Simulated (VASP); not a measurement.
# Sc3Ta (P6_3/mmc) in VASP: further runs

Runs on Sc3Ta. Level: PBE. Tasks: single point, relaxation of cell and atoms.

Everything below comes from runs of VASP 6.6.1. Logs are shortened: lines on timing, memory, paths and dates and some standing lists are left out, and cuts for length are marked.

## (1) The cell of the first run

Symmetry: P6_3/mmc, No. 194, hexagonal system. The conventional cell has a = 6.399 Å, b = 6.399 Å, c = 4.998 Å, α = 90.00°, β = 90.00°, γ = 120.00°. Sc (site symmetry mm2) has 4 Ta at 3.07 to 3.20 Å and 8 Sc at 3.08 to 3.32 Å within 4.0 Å. Within 4.0 Å of Ta (site symmetry -6m2) lie 12 Sc at 3.07 to 3.20 Å.

## (2) Single point, PBE

Contents of INCAR:

```
  PREC = Accurate
  ENCUT = 520
  EDIFF = 1E-7
  ISMEAR = 0
  SIGMA = 0.1
  LREAL = F
  LASPH = T
  NELM = 100
  ALGO = Fast
  ISIF = 2
  LWAVE = F
  LCHARG = F
  GGA = PE
  NBANDS = 54
```

Contents of KPOINTS:

```
regular mesh
0
Gamma
  3 3 4
```

Contents of POSCAR:

```
Sc3Ta
1.0
    6.3985116204      0.0000000000      0.0000000000
   -3.1992558102      5.5412736097      0.0000000000
    0.0000000000      0.0000000000      4.9976831758
Sc Ta
6 2
Direct
    0.8270213586      0.6540427173      0.2500000000
    0.1729786414      0.8270213586      0.7500000000
    0.3459572827      0.1729786414      0.2500000000
    0.1729786414      0.3459572827      0.7500000000
    0.8270213586      0.1729786414      0.2500000000
    0.6540427173      0.8270213586      0.7500000000
    0.3333333333      0.6666666667      0.2500000000
    0.6666666667      0.3333333333      0.7500000000
```

Potentials or basis: VASP PAW PBE potentials, release 64 (Sc_sv, Ta_pv).

Run with:

```console
cat potpaw_PBE.64/Sc_sv/POTCAR potpaw_PBE.64/Ta_pv/POTCAR > POTCAR
mpirun -np 1 vasp_std > vasp.out
```

OUTCAR:

```text
PREC = Accurate
   ENCUT = 520
   EDIFF = 1E-7
   ISMEAR = 0
   LREAL = F
   LASPH = T
   NELM = 100
   ISIF = 2
   GGA = PE

 ion  position               nearest neighbor table
   1  0.827  0.654  0.250-   8 3.07   8 3.07   3 3.08   5 3.08   6 3.15   6 3.15   2 3.15   2 3.15
                             7 3.20   7 3.20   5 3.32   3 3.32
   2  0.173  0.827  0.750-   7 3.07   7 3.07   6 3.08   4 3.08   1 3.15   1 3.15   3 3.15   3 3.15
                             8 3.20   8 3.20   6 3.32   4 3.32
   3  0.346  0.173  0.250-   8 3.07   8 3.07   5 3.08   1 3.08   4 3.15   4 3.15   2 3.15   2 3.15
                             7 3.20   7 3.20   5 3.32   1 3.32
   4  0.173  0.346  0.750-   7 3.07   7 3.07   2 3.08   6 3.08   3 3.15   3 3.15   5 3.15   5 3.15
                             8 3.20   8 3.20   2 3.32   6 3.32
   5  0.827  0.173  0.250-   8 3.07   8 3.07   3 3.08   1 3.08   4 3.15   4 3.15   6 3.15   6 3.15
                             7 3.20   7 3.20   3 3.32   1 3.32
   6  0.654  0.827  0.750-   7 3.07   7 3.07   2 3.08   4 3.08   1 3.15   1 3.15   5 3.15   5 3.15
                             8 3.20   8 3.20   2 3.32   4 3.32
   7  0.333  0.667  0.250-   2 3.07   2 3.07   6 3.07   6 3.07   4 3.07   4 3.07   1 3.20   1 3.20
                             5 3.20   3 3.20   3 3.20   5 3.20
   8  0.667  0.333  0.750-   5 3.07   5 3.07   3 3.07   3 3.07   1 3.07   1 3.07   4 3.20   4 3.20
                             2 3.20   6 3.20   6 3.20   2 3.20

  LATTYP: Found a hexagonal cell.
 ALAT       =     6.3985116204
 C/A-ratio  =     0.7810696412

  Lattice vectors:

 A1 = (   6.3985116204,   0.0000000000,   0.0000000000)
 A2 = (  -3.1992558102,   5.5412736097,   0.0000000000)
 A3 = (   0.0000000000,   0.0000000000,   4.9976831758)

Analysis of symmetry for initial positions (statically):
=====================================================================
 Subroutine PRICEL returns:
 Original cell was already a primitive cell.

 Routine SETGRP: Setting up the symmetry group for a
 hexagonal supercell.

 Subroutine GETGRP returns: Found 24 space group operations
 (whereof 12 operations were pure point group operations)
 out of a pool of 24 trial point group operations.

The static configuration has the point symmetry D_3d.
 The point group associated with its full space group is D_6h.

Analysis of symmetry for dynamics (positions and initial velocities):
=====================================================================
 Subroutine PRICEL returns:
 Original cell was already a primitive cell.

 Routine SETGRP: Setting up the symmetry group for a
 hexagonal supercell.

 Subroutine GETGRP returns: Found 24 space group operations
 (whereof 12 operations were pure point group operations)
 out of a pool of 24 trial point group operations.

The dynamic configuration has the point symmetry D_3d.
 The point group associated with its full space group is D_6h.

 Subroutine INISYM returns: Found 24 space group operations
 (whereof 12 operations are pure point group operations),
 and found     1 'primitive' translations

----------------------------------------------------------------------------------------

                                     Primitive cell

  volume of cell :     177.1974

  direct lattice vectors                    reciprocal lattice vectors
     6.398511620  0.000000000  0.000000000     0.156286346  0.090231964  0.000000000
    -3.199255810  5.541273610  0.000000000     0.000000000  0.180463928  0.000000000
     0.000000000  0.000000000  4.997683176     0.000000000  0.000000000  0.200092716

  length of vectors
     6.398511620  6.398511620  4.997683176     0.180463928  0.180463928  0.200092716

  position of ions in fractional coordinates (direct lattice)
     0.827021359  0.654042717  0.250000000
     0.172978641  0.827021359  0.750000000
     0.345957283  0.172978641  0.250000000
     0.172978641  0.345957283  0.750000000
     0.827021359  0.172978641  0.250000000
     0.654042717  0.827021359  0.750000000
     0.333333333  0.666666667  0.250000000
     0.666666667  0.333333333  0.750000000

  ion indices of the primitive-cell ions
   primitive index   ion index
                 1           1
                 2           2
                 3           3
                 4           4
                 5           5
                 6           6
                 7           7
                 8           8

----------------------------------------------------------------------------------------

 KPOINTS: regular mesh

Automatic generation of k-mesh.
 Grid dimensions read from file:
 generate k-points for:    3    3    4

 Generating k-lattice:

  Cartesian coordinates                     Fractional coordinates (reciprocal lattice)
     0.052095449  0.030077321  0.000000000     0.333333333  0.000000000  0.000000000
     0.000000000  0.060154643  0.000000000     0.000000000  0.333333333  0.000000000
     0.000000000  0.000000000  0.050023179     0.000000000  0.000000000  0.250000000

  Length of vectors
     0.060154643  0.060154643  0.050023179

  Shift w.r.t. Gamma in fractional coordinates (k-lattice)
     0.000000000  0.000000000  0.000000000

 Subroutine IBZKPT returns following result:
 ===========================================

 Found      9 irreducible k-points:

 Following reciprocal coordinates:
            Coordinates               Weight
  0.000000  0.000000  0.000000      1.000000
  0.333333  0.000000  0.000000      6.000000
  0.333333  0.333333  0.000000      2.000000
  0.000000  0.000000  0.250000      2.000000
  0.333333  0.000000  0.250000     12.000000
  0.333333  0.333333  0.250000      4.000000
  0.000000  0.000000  0.500000      1.000000
  0.333333  0.000000  0.500000      6.000000
  0.333333  0.333333  0.500000      2.000000
   k-points           NKPTS =      9   k-points in BZ     NKDIM =      9   number of bands    NBANDS=     54
   number of dos      NEDOS =    301   number of ions     NIONS =      8
   total plane-waves  NPLWV =  92160
   dimension x,y,z NGX =    48 NGY =   48 NGZ =   40
   dimension x,y,z NGXF=    96 NGYF=   96 NGZF=   80
   ions per type =               6   2
   NGX,Y,Z   is equivalent  to a cutoff of  12.47, 12.47, 13.31 a.u.
   NGXF,Y,Z  is equivalent  to a cutoff of  24.94, 24.94, 26.61 a.u.
 SYSTEM =  unknown system
   PREC   = accura    normal or accurate (medium, high low for compatibility)
   ISTART =      0    job   : 0-new  1-cont  2-samecut
   ICHARG =      2    charge: 1-file 2-atom 10-const
   ISPIN  =      1    spin polarized calculation?
   LNONCOLLINEAR =      F non collinear calculations
   LSORBIT =      F    spin-orbit coupling
   LASPH  =      T    aspherical Exc in radial PAW
   ENCUT  =  520.0 eV  38.22 Ry    6.18 a.u.  11.90 11.90  9.29*2*pi/ulx,y,z
   NELM   =    100;   NELMIN=  2; NELMDL= -5     # of ELM steps
   EDIFF  = 0.1E-06   stopping-criterion for ELM
   LREAL  =      F    real-space projection
   EDIFFG = 0.1E-05   stopping-criterion for IOM
   NSW    =      0    number of steps for IOM
   IBRION =     -1    ionic relax: 0-MD 1-quasi-New 2-CG
   NFREE  =      0    steps in history (QN), initial steepest desc. (CG)
   ISIF   =      2    stress and relaxation
   ISYM   =      2    0-nonsym 1-usesym 2-fastsym
   POTIM  = 0.5000    time-step for ionic-motion
   TEBEG  =    0.0;   TEEND  =   0.0 temperature during run
   PSTRESS=    0.0 pullay stress
   NELECT =      88.0000    total number of electrons
   NUPDOWN=      -1.0000    fix difference up-down
   EMIN   =  10.00;   EMAX   =-10.00  energy-range for DOS
   EFERMI =   0.00;   METHOD = LEGACY
   ISMEAR =     0;   SIGMA  =   0.10  broadening in eV -4-tet -1-fermi 0-gaus
   EFERMI_NEDOS =   21; number of points for ismear=-14 and -15
   IALGO  =     68    algorithm
   IMIX   =      4    mixing-type and parameters
     AMIX     =   0.40;   BMIX     =  1.00
     AMIX_MAG =   1.60;   BMIX_MAG =  1.00
  volume/ion in A,a.u.               =      22.15       149.47
  Fermi-wavevector in a.u.,A,eV,Ry     =   1.296433  2.449902 22.867824  1.680738
  Thomas-Fermi vector in A             =   2.427889
   LORBIT       =      0    0 simple, 1 ext, 2 COOP (PROOUT), +10 PAW based schemes
   GGA     = PE    functional components
   LHFCALC =     F    Hartree Fock is set to
   AEXX    =    0.0000 exact exchange contribution
   IVDW    =     0    specifies the selected vdW correction
   LEPSILON=     F    determine dielectric tensor
   LRPA    =     F    only Hartree local field effects (RPA)
 non-spin polarized calculation
 RMM-DIIS sequential band-by-band and
 Gauss-broadening in eV      SIGMA  =   0.10
  energy-cutoff  :      520.00
  volume of cell :      177.20
 maximum number of plane-waves:      4818
 NGX is ok and might be reduce to    48
   NGX = 23   NGY = 23   NGZ = 19

 number of electron      88.0000016 magnetization

 Free energy of the ion-electron system (eV)
  ---------------------------------------------------
  ext. energy  EPLUGINS =         0.00000000
  ---------------------------------------------------
  free energy    TOTEN  =       -60.04000806 eV

  energy without entropy =      -59.96698898  energy(sigma->0) =      -60.00349852

 E-fermi :   4.1507     XC(G=0): -10.6270

 val. band max:        4.1343687082   @ k =   0.3333   0.0000   0.5000
 cond. band min:       4.1687439936   @ k =   0.3333   0.0000   0.2500
 fundamental gap:      0.0343752855
 Fermi energy:         4.1506809688

 k-point     1 :       0.0000    0.0000    0.0000
  band No.  band energies     occupation
      1     -44.8907      2.00000
      2     -44.8319      2.00000
      3     -44.8319      2.00000
      4     -44.8283      2.00000
      5     -44.8018      2.00000
      6     -44.8018      2.00000
[... 46 lines left out ...]
     53       6.0452      0.00000
     54       6.1858      0.00000

 k-point     2 :       0.3333    0.0000    0.0000
  band No.  band energies     occupation
      1     -44.8776      2.00000
      2     -44.8484      2.00000
      3     -44.8322      2.00000
      4     -44.8267      2.00000
      5     -44.8015      2.00000
      6     -44.8002      2.00000
[... 391 lines left out ...]
 k-point     9 :       0.3333    0.3333    0.5000
  band No.  band energies     occupation
      1     -44.8476      2.00000
      2     -44.8476      2.00000
      3     -44.8292      2.00000
      4     -44.8292      2.00000
      5     -44.8168      2.00000
      6     -44.8168      2.00000
[... 46 lines left out ...]
     53       5.2903      0.00000
     54       5.2907      0.00000

------------------------ aborting loop because EDIFF is reached ----------------------------------------

  FORCE on cell =-STRESS in cart. coord.  units (eV):
  Direction    XX          YY          ZZ          XY          YZ          ZX
  --------------------------------------------------------------------------------------
  -------------------------------------------------------------------------------------
  Total        0.0370866      0.0370866     -0.1295148      0.0000000      0.0000000     -0.0000000
  in kB        0.3353279      0.3353279     -1.1710429      0.0000000      0.0000000     -0.0000000
  external PRESSURE =      -0.1667957 kB  Pullay stress =       0.0000000 kB

 VOLUME and BASIS-vectors are now :
 -----------------------------------------------------------------------------
  energy-cutoff  :      520.00
  volume of cell :      177.20
      direct lattice vectors                 reciprocal lattice vectors
     6.398511620  0.000000000  0.000000000     0.156286346  0.090231964  0.000000000
    -3.199255810  5.541273610  0.000000000     0.000000000  0.180463928  0.000000000
     0.000000000  0.000000000  4.997683176     0.000000000  0.000000000  0.200092716

 POSITION                                       TOTAL-FORCE (eV/Angst)
 -----------------------------------------------------------------------------------
      3.19926      3.62423      1.24942         0.000000     -0.001190     -0.000000
     -1.53905      4.58275      3.74826         0.001031     -0.000595     -0.000000
      1.66021      0.95852      1.24942         0.001031      0.000595      0.000000
      0.00000      1.91704      3.74826         0.000000      0.001190      0.000000
      4.73830      0.95852      1.24942        -0.001031      0.000595      0.000000
      1.53905      4.58275      3.74826        -0.001031     -0.000595     -0.000000
     -0.00000      3.69418      1.24942         0.000000     -0.000000      0.000000
      3.19926      1.84709      3.74826         0.000000     -0.000000      0.000000
 -----------------------------------------------------------------------------------
    total drift:                               -0.000001      0.000001     -0.000000

  FREE ENERGIE OF THE ION-ELECTRON SYSTEM (eV)
  ---------------------------------------------------
  free  energy   TOTEN  =       -60.0400080646 eV

  energy  without entropy=      -59.9669889752  energy(sigma->0) =      -60.00349852
```

Wall time 2.3 min (1 thread of Intel Xeon Platinum 8488C (Sapphire Rapids), shared host); peak memory 0.32 GiB.

Results:

```yaml
Free_energy: -60.0400 eV
Pressure: 0.0 GPa
Band_gap_on_the_k_mesh: zero (band 44 reaches 4.13 eV, above the bottom of band 45 at 4.06 eV)
```

Stress tensor (GPa, compression positive):
```
 0.03  0.00  0.00
 0.00  0.03  0.00
 0.00  0.00 -0.12
```

Caveat: the k points lie up to 0.38 Å⁻¹ apart; spin-orbit coupling is left out, which moves the levels of the heavy elements.

(Part 1 of 2 ends here.)
